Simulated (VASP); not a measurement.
# Ti in VASP: single point with PBE

Aim: the single point of Ti with PBE.

All numbers are computed with VASP 6.6.1; they aren't measurements. Logs are shortened: lines on timing, memory, paths and dates and some standing lists are left out, and cuts for length are marked.

## Step 1: The cell of the first run

The cell holds a cluster in a box, 1 atom: a = 10.000 Å, b = 10.000 Å, c = 10.000 Å, α = 90.00°, β = 90.00°, γ = 90.00°.

## Step 2: Single point, PBE, collinear spin, ferromagnetic start

Input file INCAR:

```
SYSTEM = Ti
ALGO = Normal
EDIFF = 1E-6
ENCUT = 400
GGA = PE
GGA_COMPAT = .False.
ISIF = 2
ISMEAR = -1
ISPIN = 2
LASPH = .True.
LCHARG = .False.
LMAXMIX = 4
LORBIT = 11
LREAL = .False.
LWAVE = .False.
MAGMOM = 2
NBANDS = 16
NELM = 200
PREC = Accurate
SIGMA = 0.1
```

Input file KPOINTS:

```
k-points
0
Gamma
  1 1 1
  0 0 0
```

Input file POSCAR:

```
Ti
1.0
   10.0000000000      0.0000000000      0.0000000000
    0.0000000000     10.0000000000      0.0000000000
    0.0000000000      0.0000000000     10.0000000000
Ti
1
Direct
    0.0000000000      0.0000000000      0.0000000000
```

Potentials or basis: VASP PAW PBE potentials, release 64 (Ti_sv).

The run is started by

```console
> cat potpaw_PBE.64/Ti_sv/POTCAR > POTCAR
> mpirun -np 1 vasp_gam > vasp.out
```

OUTCAR:

```text
SYSTEM = Ti
   EDIFF = 1E-6
   ENCUT = 400
   GGA = PE
   ISIF = 2
   ISMEAR = -1
   ISPIN = 2
   LASPH = .True.
   LORBIT = 11
   LREAL = .False.
   NELM = 200
   PREC = Accurate

 ion  position               nearest neighbor table
   1  0.000  0.000  0.000-

  LATTYP: Found a simple cubic cell.
 ALAT       =    10.0000000000

  Lattice vectors:

 A1 = (  10.0000000000,   0.0000000000,   0.0000000000)
 A2 = (   0.0000000000,  10.0000000000,   0.0000000000)
 A3 = (   0.0000000000,   0.0000000000,  10.0000000000)

Analysis of symmetry for initial positions (statically):
=====================================================================
 Subroutine PRICEL returns:
 Original cell was already a primitive cell.

 Routine SETGRP: Setting up the symmetry group for a
 simple cubic supercell.

 Subroutine GETGRP returns: Found 48 space group operations
 (whereof 48 operations were pure point group operations)
 out of a pool of 48 trial point group operations.

The static configuration has the point symmetry O_h .

Analysis of symmetry for dynamics (positions and initial velocities):
=====================================================================
 Subroutine PRICEL returns:
 Original cell was already a primitive cell.

 Routine SETGRP: Setting up the symmetry group for a
 simple cubic supercell.

 Subroutine GETGRP returns: Found 48 space group operations
 (whereof 48 operations were pure point group operations)
 out of a pool of 48 trial point group operations.

The dynamic configuration has the point symmetry O_h .

Analysis of structural, dynamic, and magnetic symmetry:
=====================================================================
 Subroutine PRICEL returns:
 Original cell was already a primitive cell.

 Routine SETGRP: Setting up the symmetry group for a
 simple cubic supercell.

 Subroutine GETGRP returns: Found 48 space group operations
 (whereof 48 operations were pure point group operations)
 out of a pool of 48 trial point group operations.

The overall configuration has the point symmetry O_h .

 Subroutine INISYM returns: Found 48 space group operations
 (whereof 48 operations are pure point group operations),
 and found     1 'primitive' translations

----------------------------------------------------------------------------------------

                                     Primitive cell

  volume of cell :    1000.0000

  direct lattice vectors                    reciprocal lattice vectors
    10.000000000  0.000000000  0.000000000     0.100000000  0.000000000  0.000000000
     0.000000000 10.000000000  0.000000000     0.000000000  0.100000000  0.000000000
     0.000000000  0.000000000 10.000000000     0.000000000  0.000000000  0.100000000

  length of vectors
    10.000000000 10.000000000 10.000000000     0.100000000  0.100000000  0.100000000

  position of ions in fractional coordinates (direct lattice)
     0.000000000  0.000000000  0.000000000

  ion indices of the primitive-cell ions
   primitive index   ion index
                 1           1

----------------------------------------------------------------------------------------

 KPOINTS: k-points

Automatic generation of k-mesh.
 Grid dimensions read from file:
 generate k-points for:    1    1    1

 Generating k-lattice:

  Cartesian coordinates                     Fractional coordinates (reciprocal lattice)
     0.100000000  0.000000000  0.000000000     1.000000000  0.000000000  0.000000000
     0.000000000  0.100000000  0.000000000     0.000000000  1.000000000  0.000000000
     0.000000000  0.000000000  0.100000000     0.000000000  0.000000000  1.000000000

  Length of vectors
     0.100000000  0.100000000  0.100000000

  Shift w.r.t. Gamma in fractional coordinates (k-lattice)
     0.000000000  0.000000000  0.000000000

 Subroutine IBZKPT returns following result:
 ===========================================

 Found      1 irreducible k-points:

 Following reciprocal coordinates:
            Coordinates               Weight
  0.000000  0.000000  0.000000      1.000000
   k-points           NKPTS =      1   k-points in BZ     NKDIM =      1   number of bands    NBANDS=     16
   number of dos      NEDOS =    301   number of ions     NIONS =      1
   total plane-waves  NPLWV = 343000
   dimension x,y,z NGX =    70 NGY =   70 NGZ =   70
   dimension x,y,z NGXF=   140 NGYF=  140 NGZF=  140
   ions per type =               1
   NGX,Y,Z   is equivalent  to a cutoff of  11.64, 11.64, 11.64 a.u.
   NGXF,Y,Z  is equivalent  to a cutoff of  23.27, 23.27, 23.27 a.u.
 SYSTEM =  Ti
   PREC   = accura    normal or accurate (medium, high low for compatibility)
   ISTART =      0    job   : 0-new  1-cont  2-samecut
   ICHARG =      2    charge: 1-file 2-atom 10-const
   ISPIN  =      2    spin polarized calculation?
   LNONCOLLINEAR =      F non collinear calculations
   LSORBIT =      F    spin-orbit coupling
   LASPH  =      T    aspherical Exc in radial PAW
   ENCUT  =  400.0 eV  29.40 Ry    5.42 a.u.  16.31 16.31 16.31*2*pi/ulx,y,z
   NELM   =    200;   NELMIN=  2; NELMDL= -5     # of ELM steps
   EDIFF  = 0.1E-05   stopping-criterion for ELM
   LREAL  =      F    real-space projection
   EDIFFG = 0.1E-04   stopping-criterion for IOM
   NSW    =      0    number of steps for IOM
   IBRION =     -1    ionic relax: 0-MD 1-quasi-New 2-CG
   NFREE  =      0    steps in history (QN), initial steepest desc. (CG)
   ISIF   =      2    stress and relaxation
   ISYM   =      2    0-nonsym 1-usesym 2-fastsym
   POTIM  = 0.5000    time-step for ionic-motion
   TEBEG  =    0.0;   TEEND  =   0.0 temperature during run
   PSTRESS=    0.0 pullay stress
   NELECT =      12.0000    total number of electrons
   NUPDOWN=      -1.0000    fix difference up-down
   EMIN   =  10.00;   EMAX   =-10.00  energy-range for DOS
   EFERMI =   0.00;   METHOD = LEGACY
   ISMEAR =    -1;   SIGMA  =   0.10  broadening in eV -4-tet -1-fermi 0-gaus
   EFERMI_NEDOS =   21; number of points for ismear=-14 and -15
   IALGO  =     38    algorithm
   IMIX   =      4    mixing-type and parameters
     AMIX     =   0.40;   BMIX     =  1.00
     AMIX_MAG =   1.60;   BMIX_MAG =  1.00
  volume/ion in A,a.u.               =    1000.00      6748.33
  Fermi-wavevector in a.u.,A,eV,Ry     =   0.374802  0.708273  1.911299  0.140477
  Thomas-Fermi vector in A             =   1.305434
   LORBIT       =     11    0 simple, 1 ext, 2 COOP (PROOUT), +10 PAW based schemes
   GGA     = PE    functional components
   LHFCALC =     F    Hartree Fock is set to
   AEXX    =    0.0000 exact exchange contribution
   IVDW    =     0    specifies the selected vdW correction
   LEPSILON=     F    determine dielectric tensor
   LRPA    =     F    only Hartree local field effects (RPA)
 spin polarized calculation
  energy-cutoff  :      400.00
  volume of cell :     1000.00
 maximum number of plane-waves:      9019
 NGX is ok and might be reduce to    70
   NGX = 33   NGY = 33   NGZ = 33

 number of electron      11.9999994 magnetization       3.2414642

 Free energy of the ion-electron system (eV)
  ---------------------------------------------------
  ext. energy  EPLUGINS =         0.00000000
  ---------------------------------------------------
  free energy    TOTEN  =        -2.50020195 eV

  energy without entropy =       -2.08784683  energy(sigma->0) =       -2.29402439

 E-fermi :  -2.9404     XC(G=0):  -1.2527

 val. band max:       -2.9491720876   @ k =   0.0000   0.0000   0.0000
 cond. band min:      -2.8910627962   @ k =   0.0000   0.0000   0.0000
 fundamental gap:      0.0581092914
 Fermi energy:        -2.9404291619

 spin component 1

 k-point     1 :       0.0000    0.0000    0.0000
  band No.  band energies     occupation
      1     -60.6687      1.00000
      2     -37.0154      1.00000
      3     -37.0154      1.00000
      4     -37.0154      1.00000
      5      -4.0964      0.99999
      6      -2.9507      0.52576
[... 8 lines left out ...]
     15       0.6906      0.00000
     16       0.6906      0.00000
 Fermi energy:        -2.9404291619

 spin component 2

 k-point     1 :       0.0000    0.0000    0.0000
  band No.  band energies     occupation
      1     -58.5886      1.00000
      2     -34.9335      1.00000
      3     -34.9335      1.00000
      4     -34.9335      1.00000
      5      -2.8911      0.37903
      6      -1.0677      0.00000
[... 8 lines left out ...]
     15       0.9314      0.00000
     16       0.9314      0.00000

------------------------ aborting loop because EDIFF is reached ----------------------------------------

  FORCE on cell =-STRESS in cart. coord.  units (eV):
  Direction    XX          YY          ZZ          XY          YZ          ZX
  --------------------------------------------------------------------------------------
  -------------------------------------------------------------------------------------
  Total       -0.1392158     -0.1392158     -0.1392158      0.0000000      0.0000000      0.0000000
  in kB       -0.2230484     -0.2230484     -0.2230484      0.0000000      0.0000000      0.0000000
  external PRESSURE =      -0.2230484 kB  Pullay stress =       0.0000000 kB

 VOLUME and BASIS-vectors are now :
 -----------------------------------------------------------------------------
  energy-cutoff  :      400.00
  volume of cell :     1000.00
      direct lattice vectors                 reciprocal lattice vectors
    10.000000000  0.000000000  0.000000000     0.100000000  0.000000000  0.000000000
     0.000000000 10.000000000  0.000000000     0.000000000  0.100000000  0.000000000
     0.000000000  0.000000000 10.000000000     0.000000000  0.000000000  0.100000000

 POSITION                                       TOTAL-FORCE (eV/Angst)
 -----------------------------------------------------------------------------------
      0.00000      0.00000      0.00000         0.000000      0.000000      0.000000
 -----------------------------------------------------------------------------------
    total drift:                               -0.000000     -0.000000     -0.000000

  FREE ENERGIE OF THE ION-ELECTRON SYSTEM (eV)
  ---------------------------------------------------
  free  energy   TOTEN  =        -2.5002019495 eV

  energy  without entropy=       -2.0878468256  energy(sigma->0) =       -2.29402439

 total charge

# of ion       s       p       d       tot
------------------------------------------
    1        2.222   5.914   2.040  10.176

 magnetization (x)

# of ion       s       p       d       tot
------------------------------------------
    1        0.122   0.002   2.040   2.164
```

Run time: 2.2 min. Hardware: 1 thread of Intel Xeon 6975P-C, shared host; peak memory 0.88 GiB.

Results:

| Item | Value |
| --- | --- |
| Free energy | -2.5002 eV |
| Gap between the frontier levels | 0.06 eV |
| Net moment | 3.24 μB per cell |
| Site moments | Ti +2.16 μB |
| Valence electrons inside the program's atomic spheres | Ti 10.18 |
